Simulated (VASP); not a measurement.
# PbS (Fm-3m) in VASP: further runs

PbS is run at these levels: PBEsol; tasks: single point.

All numbers are computed with VASP 6.6.1; they aren't measurements. Logs are shortened: lines on timing, memory, paths and dates and some standing lists are left out, and cuts for length are marked.

**1. The cell of the first run**

The structure is cubic, space group Fm-3m (No. 225). The conventional cell has a = 5.932 Å, b = 5.932 Å, c = 5.932 Å, α = 90.00°, β = 90.00°, γ = 90.00°. Within 3.9 Å of Pb (site symmetry m-3m) lie 6 S at 2.97 Å. Within 3.9 Å of S (site symmetry m-3m) lie 6 Pb at 2.97 Å.

**2. Single point, PBEsol**

The input, INCAR:

```
PREC     = Accurate       # precision mode
ENCUT    = 520            # plane-wave cutoff, eV
EDIFF    = 1E-7           # SCF threshold, eV
ISMEAR   = 0              # smearing method
SIGMA    = 0.01           # smearing width, eV
LREAL    = False          # projectors in reciprocal space
LASPH    = True           # aspherical terms in the spheres
NELM     = 60             # most SCF steps
ALGO     = Normal         # electronic algorithm
ISIF     = 2              # what is computed and relaxed
LWAVE    = False          # write WAVECAR
LCHARG   = True           # write CHGCAR
GGA      = PS             # functional
LELF     = True           # ELF
LVHAR    = True         
NBANDS   = 17             # bands
```

The input, KPOINTS:

```
regular mesh
0
Gamma
  6 6 6
```

The input, POSCAR:

```
PbS
1.0
    4.1942040000      0.0000000000      0.0000000000
    2.0971020000      3.6322872127      0.0000000000
    2.0971020000      1.2107624042      3.4245532257
Pb S
1 1
Direct
    0.0000000000      0.0000000000      0.0000000000
    0.5000000000      0.5000000000      0.5000000000
```

Potentials or basis: VASP PAW PBE potentials, release 64 (Pb_d, S).

Run with:

```bash
$ cat potpaw_PBE.64/Pb_d/POTCAR potpaw_PBE.64/S/POTCAR > POTCAR
$ mpirun -np 1 vasp_std > vasp.out
```

OUTCAR:

```text
PREC = Accurate
   ENCUT = 520
   EDIFF = 1E-7
   ISMEAR = 0
   LREAL = False
   LASPH = True
   NELM = 60
   ISIF = 2
   GGA = PS

 ion  position               nearest neighbor table
   1  0.000  0.000  0.000-   2 2.97   2 2.97   2 2.97   2 2.97   2 2.97   2 2.97
   2  0.500  0.500  0.500-   1 2.97   1 2.97   1 2.97   1 2.97   1 2.97   1 2.97

  LATTYP: Found a face centered cubic cell.
 ALAT       =     5.9315001802

  Lattice vectors:

 A1 = (   4.1942040000,   0.0000000000,   0.0000000000)
 A2 = (   2.0971020000,   3.6322872127,   0.0000000000)
 A3 = (   2.0971020000,   1.2107624042,   3.4245532257)

Analysis of symmetry for initial positions (statically):
=====================================================================
 Subroutine PRICEL returns:
 Original cell was already a primitive cell.

 Routine SETGRP: Setting up the symmetry group for a
 face centered cubic supercell.

 Subroutine GETGRP returns: Found 48 space group operations
 (whereof 48 operations were pure point group operations)
 out of a pool of 48 trial point group operations.

The static configuration has the point symmetry O_h .

Analysis of symmetry for dynamics (positions and initial velocities):
=====================================================================
 Subroutine PRICEL returns:
 Original cell was already a primitive cell.

 Routine SETGRP: Setting up the symmetry group for a
 face centered cubic supercell.

 Subroutine GETGRP returns: Found 48 space group operations
 (whereof 48 operations were pure point group operations)
 out of a pool of 48 trial point group operations.

The dynamic configuration has the point symmetry O_h .

 Subroutine INISYM returns: Found 48 space group operations
 (whereof 48 operations are pure point group operations),
 and found     1 'primitive' translations

----------------------------------------------------------------------------------------

                                     Primitive cell

  volume of cell :      52.1715

  direct lattice vectors                    reciprocal lattice vectors
     4.194204000  0.000000000  0.000000000     0.238424264 -0.137654313 -0.097336298
     2.097102000  3.632287213  0.000000000     0.000000000  0.275308626 -0.097336298
     2.097102000  1.210762404  3.424553226     0.000000000  0.000000000  0.292008894

  length of vectors
     4.194204000  4.194204000  4.194204000     0.292008894  0.292008894  0.292008894

  position of ions in fractional coordinates (direct lattice)
     0.000000000  0.000000000  0.000000000
     0.500000000  0.500000000  0.500000000

  ion indices of the primitive-cell ions
   primitive index   ion index
                 1           1
                 2           2

----------------------------------------------------------------------------------------

 KPOINTS: regular mesh

Automatic generation of k-mesh.
 Grid dimensions read from file:
 generate k-points for:    6    6    6

 Generating k-lattice:

  Cartesian coordinates                     Fractional coordinates (reciprocal lattice)
     0.039737377 -0.022942385 -0.016222716     0.166666667  0.000000000  0.000000000
     0.000000000  0.045884771 -0.016222716     0.000000000  0.166666667  0.000000000
     0.000000000  0.000000000  0.048668149     0.000000000  0.000000000  0.166666667

  Length of vectors
     0.048668149  0.048668149  0.048668149

  Shift w.r.t. Gamma in fractional coordinates (k-lattice)
     0.000000000  0.000000000  0.000000000

 Subroutine IBZKPT returns following result:
 ===========================================

 Found     16 irreducible k-points:

 Following reciprocal coordinates:
            Coordinates               Weight
  0.000000  0.000000  0.000000      1.000000
  0.166667  0.000000 -0.000000      8.000000
  0.333333 -0.000000 -0.000000      8.000000
  0.500000  0.000000 -0.000000      4.000000
  0.166667  0.166667 -0.000000      6.000000
  0.333333  0.166667 -0.000000     24.000000
[... 8 lines left out ...]
 -0.333333  0.333333  0.166667     24.000000
 -0.333333  0.500000  0.166667     12.000000
   k-points           NKPTS =     16   k-points in BZ     NKDIM =     16   number of bands    NBANDS=     17
   number of dos      NEDOS =    301   number of ions     NIONS =      2
   total plane-waves  NPLWV =  32768
   dimension x,y,z NGX =    32 NGY =   32 NGZ =   32
   dimension x,y,z NGXF=    64 NGYF=   64 NGZF=   64
   ions per type =               1   1
   NGX,Y,Z   is equivalent  to a cutoff of  12.68, 12.68, 12.68 a.u.
   NGXF,Y,Z  is equivalent  to a cutoff of  25.37, 25.37, 25.37 a.u.
 SYSTEM =  unknown system
   PREC   = accura    normal or accurate (medium, high low for compatibility)
   ISTART =      0    job   : 0-new  1-cont  2-samecut
   ICHARG =      2    charge: 1-file 2-atom 10-const
   ISPIN  =      1    spin polarized calculation?
   LNONCOLLINEAR =      F non collinear calculations
   LSORBIT =      F    spin-orbit coupling
   LASPH  =      T    aspherical Exc in radial PAW
   ENCUT  =  520.0 eV  38.22 Ry    6.18 a.u.   7.80  7.80  7.80*2*pi/ulx,y,z
   NELM   =     60;   NELMIN=  2; NELMDL= -5     # of ELM steps
   EDIFF  = 0.1E-06   stopping-criterion for ELM
   LREAL  =      F    real-space projection
   EDIFFG = 0.1E-05   stopping-criterion for IOM
   NSW    =      0    number of steps for IOM
   IBRION =     -1    ionic relax: 0-MD 1-quasi-New 2-CG
   NFREE  =      0    steps in history (QN), initial steepest desc. (CG)
   ISIF   =      2    stress and relaxation
   ISYM   =      2    0-nonsym 1-usesym 2-fastsym
   POTIM  = 0.5000    time-step for ionic-motion
   TEBEG  =    0.0;   TEEND  =   0.0 temperature during run
   PSTRESS=    0.0 pullay stress
   NELECT =      20.0000    total number of electrons
   NUPDOWN=      -1.0000    fix difference up-down
   EMIN   =  10.00;   EMAX   =-10.00  energy-range for DOS
   EFERMI =   0.00;   METHOD = LEGACY
   ISMEAR =     0;   SIGMA  =   0.01  broadening in eV -4-tet -1-fermi 0-gaus
   EFERMI_NEDOS =   21; number of points for ismear=-14 and -15
   IALGO  =     38    algorithm
   IMIX   =      4    mixing-type and parameters
     AMIX     =   0.40;   BMIX     =  1.00
     AMIX_MAG =   1.60;   BMIX_MAG =  1.00
  volume/ion in A,a.u.               =      26.09       176.04
  Fermi-wavevector in a.u.,A,eV,Ry     =   1.189251  2.247359 19.242971  1.414319
  Thomas-Fermi vector in A             =   2.325363
   LORBIT       =      0    0 simple, 1 ext, 2 COOP (PROOUT), +10 PAW based schemes
   GGA     = PS    functional components
   LHFCALC =     F    Hartree Fock is set to
   AEXX    =    0.0000 exact exchange contribution
   IVDW    =     0    specifies the selected vdW correction
   LEPSILON=     F    determine dielectric tensor
   LRPA    =     F    only Hartree local field effects (RPA)
 non-spin polarized calculation
 Gauss-broadening in eV      SIGMA  =   0.01
  energy-cutoff  :      520.00
  volume of cell :       52.17
 maximum number of plane-waves:      1420
   NGX = 15   NGY = 15   NGZ = 15

 number of electron      19.9999998 magnetization

 Free energy of the ion-electron system (eV)
  ---------------------------------------------------
  ext. energy  EPLUGINS =         0.00000000
  ---------------------------------------------------
  free energy    TOTEN  =        -9.45750912 eV

  energy without entropy =       -9.45750912  energy(sigma->0) =       -9.45750912

 E-fermi :   5.7570     XC(G=0):  -9.8881

 val. band max:        5.6854351868   @ k =   0.5000   0.0000  -0.0000
 cond. band min:       5.9415916124   @ k =   0.5000   0.0000  -0.0000
 fundamental gap:      0.2561564256
 Fermi energy:         5.7570476145

 k-point     1 :       0.0000    0.0000    0.0000
  band No.  band energies     occupation
      1     -11.0537      2.00000
      2     -11.0537      2.00000
      3     -11.0537      2.00000
      4     -11.0405      2.00000
      5     -11.0405      2.00000
      6      -7.9180      2.00000
[... 9 lines left out ...]
     16      12.3314      0.00000
     17      14.1313      0.00000

 k-point     2 :       0.1667    0.0000   -0.0000
  band No.  band energies     occupation
      1     -11.0528      2.00000
      2     -11.0528      2.00000
      3     -11.0526      2.00000
      4     -11.0377      2.00000
      5     -11.0377      2.00000
      6      -7.6812      2.00000
[... 9 lines left out ...]
     16      12.9435      0.00000
     17      16.0272      0.00000

 k-point     3 :       0.3333   -0.0000   -0.0000
  band No.  band energies     occupation
      1     -11.0668      2.00000
      2     -11.0668      2.00000
      3     -11.0512      2.00000
      4     -11.0158      2.00000
      5     -11.0158      2.00000
      6      -7.0779      2.00000
[... 9 lines left out ...]
     16      14.3611      0.00000
     17      17.8161      0.00000

 k-point     4 :       0.5000    0.0000   -0.0000
  band No.  band energies     occupation
      1     -11.0743      2.00000
      2     -11.0743      2.00000
      3     -11.0509      2.00000
      4     -11.0042      2.00000
      5     -11.0042      2.00000
      6      -6.6502      2.00000
[... 9 lines left out ...]
     16      15.7777      0.00000
     17      16.1530      0.00000
[... 183 lines left out ...]
      1     -11.1217      2.00000
      2     -11.0548      2.00000
      3     -11.0451      2.00000
      4     -11.0127      2.00000
      5     -11.0080      2.00000
      6      -6.6016      2.00000
[... 9 lines left out ...]
     16      16.2490      0.00000
     17      16.5756      0.00000

 k-point    15 :      -0.3333    0.3333    0.1667
  band No.  band energies     occupation
      1     -11.1328      2.00000
      2     -11.0501      2.00000
      3     -11.0339      2.00000
      4     -11.0310      2.00000
      5     -10.9985      2.00000
      6      -6.2964      2.00000
[... 9 lines left out ...]
     16      17.0525      0.00000
     17      17.3732      0.00000

 k-point    16 :      -0.3333    0.5000    0.1667
  band No.  band energies     occupation
      1     -11.1673      2.00000
      2     -11.0589      2.00000
      3     -11.0311      2.00000
      4     -11.0143      2.00000
      5     -10.9910      2.00000
      6      -6.1792      2.00000
[... 9 lines left out ...]
     16      17.4953      0.00000
     17      17.9475      0.00000

------------------------ aborting loop because EDIFF is reached ----------------------------------------

  FORCE on cell =-STRESS in cart. coord.  units (eV):
  Direction    XX          YY          ZZ          XY          YZ          ZX
  --------------------------------------------------------------------------------------
  -------------------------------------------------------------------------------------
  Total       -0.2987126     -0.2987126     -0.2987126      0.0000000      0.0000000      0.0000000
  in kB       -9.1734037     -9.1734037     -9.1734037      0.0000000      0.0000000      0.0000000
  external PRESSURE =      -9.1734037 kB  Pullay stress =       0.0000000 kB

 VOLUME and BASIS-vectors are now :
 -----------------------------------------------------------------------------
  energy-cutoff  :      520.00
  volume of cell :       52.17
      direct lattice vectors                 reciprocal lattice vectors
     4.194204000  0.000000000  0.000000000     0.238424264 -0.137654313 -0.097336298
     2.097102000  3.632287213  0.000000000     0.000000000  0.275308626 -0.097336298
     2.097102000  1.210762404  3.424553226     0.000000000  0.000000000  0.292008894

 POSITION                                       TOTAL-FORCE (eV/Angst)
 -----------------------------------------------------------------------------------
      0.00000      0.00000      0.00000        -0.000000     -0.000000      0.000000
      4.19420      2.42152      1.71228         0.000000      0.000000      0.000000
 -----------------------------------------------------------------------------------
    total drift:                               -0.000000      0.000000      0.000000

  FREE ENERGIE OF THE ION-ELECTRON SYSTEM (eV)
  ---------------------------------------------------
  free  energy   TOTEN  =        -9.4575091193 eV

  energy  without entropy=       -9.4575091193  energy(sigma->0) =       -9.45750912
```

It took 25 s on 1 thread of Intel Xeon 8259CL, shared host; peak memory 0.17 GiB.

What came out:

```yaml
Free_energy: -9.4575 eV
Pressure: -0.9 GPa
Band_gap_on_the_k_mesh: 0.26 eV
```

Caveat: the PAW data sets were made with another functional, which shifts forces and pressure a little; spin-orbit coupling is left out, which moves the levels of the heavy elements. A k mesh can miss the band edges.

**3. Single point, PBEsol, non-collinear spin, zero start, spin-orbit coupling**

The input, INCAR:

```
  PREC = Accurate
  ENCUT = 520
  EDIFF = 1E-6
  ISMEAR = 0
  SIGMA = 0.01
  LREAL = False
  LASPH = True
  NELM = 150
  ALGO = Normal
  ISIF = 2
  LWAVE = False
  LCHARG = False
  LNONCOLLINEAR = True
  MAGMOM = 0 0 0 0 0 0
  LORBIT = 11
  LSORBIT = True
  GGA_COMPAT = False
  LORBMOM = True
  GGA = PS
  NBANDS = 32
```

The input, KPOINTS:

```
Automatic mesh
0
Gamma
  6 6 6
```

POSCAR is that of step 2.

Potentials or basis: VASP PAW PBE potentials, release 64 (Pb_d, S).

Run with:

```bash
$ cat potpaw_PBE.64/Pb_d/POTCAR potpaw_PBE.64/S/POTCAR > POTCAR
$ mpirun -np 1 vasp_ncl > vasp.out
```

OUTCAR:

```text
PREC = Accurate
   ENCUT = 520
   EDIFF = 1E-6
   ISMEAR = 0
   LREAL = False
   LASPH = True
   NELM = 150
   ISIF = 2
   LNONCOLLINEAR = True
   LORBIT = 11
   LSORBIT = True
   GGA = PS

 ion  position               nearest neighbor table
   1  0.000  0.000  0.000-   2 2.97   2 2.97   2 2.97   2 2.97   2 2.97   2 2.97
   2  0.500  0.500  0.500-   1 2.97   1 2.97   1 2.97   1 2.97   1 2.97   1 2.97

  LATTYP: Found a face centered cubic cell.
 ALAT       =     5.9315001802

  Lattice vectors:

 A1 = (   4.1942040000,   0.0000000000,   0.0000000000)
 A2 = (   2.0971020000,   3.6322872127,   0.0000000000)
 A3 = (   2.0971020000,   1.2107624042,   3.4245532257)

Analysis of symmetry for initial positions (statically):
=====================================================================
 Subroutine PRICEL returns:
 Original cell was already a primitive cell.

 Routine SETGRP: Setting up the symmetry group for a
 face centered cubic supercell.

 Subroutine GETGRP returns: Found 48 space group operations
 (whereof 48 operations were pure point group operations)
 out of a pool of 48 trial point group operations.

The static configuration has the point symmetry O_h .

Analysis of symmetry for dynamics (positions and initial velocities):
=====================================================================
 Subroutine PRICEL returns:
 Original cell was already a primitive cell.

 Routine SETGRP: Setting up the symmetry group for a
 face centered cubic supercell.

 Subroutine GETGRP returns: Found 48 space group operations
 (whereof 48 operations were pure point group operations)
 out of a pool of 48 trial point group operations.

The dynamic configuration has the point symmetry O_h .

Analysis of structural, dynamic, and magnetic symmetry:
=====================================================================
 Subroutine PRICEL returns:
 Original cell was already a primitive cell.

[... 757 lines left out ...]
           -0.000   0.000  -0.000

 orbital moment (y)

 # of ion     p       d       tot
 ----------------------------------------
  1         0.000   0.000   0.000
  2        -0.000   0.000  -0.000
 ----------------------------------------
           -0.000   0.000  -0.000

 orbital moment (z)

 # of ion     p       d       tot
 ----------------------------------------
  1         0.000   0.000   0.000
  2         0.000   0.000   0.000
 ----------------------------------------
            0.000   0.000   0.000

 Spin-Orbit-Coupling matrix elements

 Ion:    1  E_soc:     -0.8196812
 l=   1
     0.0000000    -0.0696431    -0.0696431
    -0.0696431     0.0000000    -0.0696431
    -0.0696431    -0.0696431     0.0000000
 l=   2
     0.0000000    -0.0133674     0.0000000    -0.0133674    -0.0536474
    -0.0133674     0.0000000    -0.0402356    -0.0133230    -0.0133674
     0.0000000    -0.0402356     0.0000000    -0.0402356     0.0000000
    -0.0133674    -0.0133230    -0.0402356     0.0000000    -0.0133674
    -0.0536474    -0.0133674     0.0000000    -0.0133674     0.0000000
 l=   3
     0.0000000     0.0000000     0.0000000     0.0000000     0.0000000     0.0000000     0.0000000
     0.0000000     0.0000000     0.0000000     0.0000000     0.0000000     0.0000000     0.0000000
     0.0000000     0.0000000     0.0000000     0.0000000     0.0000000     0.0000000     0.0000000
     0.0000000     0.0000000     0.0000000     0.0000000     0.0000000     0.0000000     0.0000000
     0.0000000     0.0000000     0.0000000     0.0000000     0.0000000     0.0000000     0.0000000
     0.0000000     0.0000000     0.0000000     0.0000000     0.0000000     0.0000000     0.0000000
     0.0000000     0.0000000     0.0000000     0.0000000     0.0000000     0.0000000     0.0000000

 Ion:    2  E_soc:     -0.0038641
 l=   1
     0.0000000    -0.0006440    -0.0006440
    -0.0006440     0.0000000    -0.0006440
    -0.0006440    -0.0006440     0.0000000
 l=   2
     0.0000000     0.0000000     0.0000000     0.0000000     0.0000000
     0.0000000     0.0000000     0.0000000     0.0000000     0.0000000
     0.0000000     0.0000000     0.0000000     0.0000000     0.0000000
     0.0000000     0.0000000     0.0000000     0.0000000     0.0000000
     0.0000000     0.0000000     0.0000000     0.0000000     0.0000000
 l=   3
     0.0000000     0.0000000     0.0000000     0.0000000     0.0000000     0.0000000     0.0000000
     0.0000000     0.0000000     0.0000000     0.0000000     0.0000000     0.0000000     0.0000000
     0.0000000     0.0000000     0.0000000     0.0000000     0.0000000     0.0000000     0.0000000
     0.0000000     0.0000000     0.0000000     0.0000000     0.0000000     0.0000000     0.0000000
     0.0000000     0.0000000     0.0000000     0.0000000     0.0000000     0.0000000     0.0000000
     0.0000000     0.0000000     0.0000000     0.0000000     0.0000000     0.0000000     0.0000000
     0.0000000     0.0000000     0.0000000     0.0000000     0.0000000     0.0000000     0.0000000

 total charge

# of ion       s       p       d       tot
------------------------------------------
    1        1.457   0.542   9.844  11.843
    2        1.353   2.289   0.000   3.643
--------------------------------------------------
tot          2.810   2.831   9.844  15.485

 magnetization (x)

# of ion       s       p       d       tot
------------------------------------------
    1        0.000  -0.000   0.000   0.000
    2        0.000   0.000   0.000   0.000
--------------------------------------------------
tot          0.000  -0.000   0.000   0.000

 magnetization (y)

# of ion       s       p       d       tot
------------------------------------------
    1       -0.000   0.000   0.000  -0.000
    2       -0.000  -0.000   0.000  -0.000
--------------------------------------------------
tot         -0.000  -0.000   0.000  -0.000

 magnetization (z)

# of ion       s       p       d       tot
------------------------------------------
    1        0.000   0.000   0.000   0.000
    2        0.000   0.000   0.000   0.000
--------------------------------------------------
tot          0.000   0.000   0.000   0.000
```

Run time: 1.7 min. Hardware: 1 thread of Intel Xeon 8259CL, shared host; peak memory 0.32 GiB.

What came out:

```
Free energy                                           : -9.8415 eV
Pressure                                              : -1.6 GPa
Net moment                                            : 0.00 μB per cell
Valence electrons inside the program's atomic spheres : Pb 11.84; S 3.64
```

Moments on the atoms (μB; x, y, z):
```
Pb  0.00 0.00 0.00
S   0.00 0.00 0.00
```

Caveat: the PAW data sets were made with another functional, which shifts forces and pressure a little.
